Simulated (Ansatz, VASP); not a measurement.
B: VASP beside Ansatz

```
B
1.0
     1.63051   -2.76341    0.00000
     1.63051    2.76341    0.00000
     0.00000    0.00000    3.26535
B
4
Direct
  0.15250 0.84750 0.07850
  0.65250 0.34750 0.42150
  0.84750 0.15250 0.92150
  0.34750 0.65250 0.57850
```

Alike in both runs: task single point; functional PBEsol; k mesh 6 × 6 × 6; occupations gaussian, width 0.1 eV; no spin polarisation.

|  | VASP | Ansatz |
| --- | --- | --- |
| version | VASP 6.6.1 | Ansatz 0.2.0 |
| potentials or method | VASP PAW PBE potentials, release 64 (B), cutoff 520 eV | scalar-relativistic, plane waves, PAW |
| valence electrons in the cell | 12 | 12 |

VASP gave:

```
gap on the k mesh at the Fermi level (eV) : none
rms of the force components (eV/Å)        : 0.472
```

What did Ansatz give for the same quantities?

gap on the k mesh at the Fermi level (eV): none; rms of the force components (eV/Å): 0.471.

VASP's potentials were made for PBE, not for PBEsol. Atom by atom the forces differ by 0.002 eV/Å (rms over components). A gap of «none» marks a metal or a gap that the smearing closes.

The k mesh is coarse, so the values compare programs but aren't converged.
